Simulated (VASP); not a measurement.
Write the native input for VASP 6.6.1 that does the following.

* Task: single point
* Functional: HSE06
* Potentials or basis: VASP PAW PBE potentials, release 64 (K_sv, Cl)
* Cutoff: 520 eV
* k mesh: 4 × 4 × 4
* Occupations: fermi-dirac, width 0.05 eV
* Spin: no spin polarisation
* Dipole correction: no
* Grid for exact exchange (PRECFOCK): Normal
* Further INCAR settings: ALGO = Normal; EDIFF = 1e-06; NBANDS = 15
* Share of exact exchange: 0.25
* Screening parameter: 0.2079 1/Å

The system is KCl.

```
K Cl
1.0
     0.00000    3.14647    3.14647
     3.14647    0.00000    3.14647
     3.14647    3.14647    0.00000
K Cl
1 1
Direct
  0.00000 0.00000 0.00000
  0.50000 0.50000 0.50000
```

One way to write it, as run:

POSCAR

```
KCl
1.0
    0.0000000000      3.1464700000      3.1464700000
    3.1464700000      0.0000000000      3.1464700000
    3.1464700000      3.1464700000      0.0000000000
K Cl
1 1
Direct
    0.0000000000      0.0000000000      0.0000000000
    0.5000000000      0.5000000000      0.5000000000
```

INCAR.step1

```
  PREC = Accurate
  ENCUT = 520
  EDIFF = 1E-5
  ISMEAR = -1
  SIGMA = 0.05
  LREAL = F
  LASPH = T
  NELM = 80
  ALGO = Normal
  ISIF = 2
  LWAVE = T
  GGA = PE
  NBANDS = 15
```

INCAR.step2

```
  PREC = Accurate
  ENCUT = 520
  EDIFF = 1E-6
  ISMEAR = -1
  SIGMA = 0.05
  LREAL = F
  LASPH = T
  NELM = 80
  ALGO = Normal
  ISIF = 2
  LWAVE = F
  LCHARG = T
  GGA = PE
  LHFCALC = T
  HFSCREEN = 0.2079
  PRECFOCK = Normal
  LELF = T
  LVHAR = T
  ISTART = 1
  NBANDS = 15
```

KPOINTS

```
Automatic mesh
0
Gamma
  4 4 4
```

Potentials or basis: VASP PAW PBE potentials, release 64 (K_sv, Cl).

Command:

```sh
$ cat potpaw_PBE.64/K_sv/POTCAR potpaw_PBE.64/Cl/POTCAR > POTCAR
$ cp INCAR.step1 INCAR
$ mpirun -np 1 vasp_std > vasp.out
$ cp INCAR.step2 INCAR
$ mpirun -np 1 vasp_std > vasp.out
```

It gave:

| Quantity | Value |
| --- | --- |
| Pressure | 0.5 GPa |
| Band gap on the k mesh | 6.50 eV |

Caveat: the k points lie up to 0.43 Å⁻¹ apart; the PAW data sets were made with another functional, which shifts forces and pressure a little.

Run time: 8.5 min on 1 thread of Intel(R) Xeon(R) Platinum 8375C CPU @ 2.90GHz (Ice Lake) (shared host), peak memory 0.31 GiB.
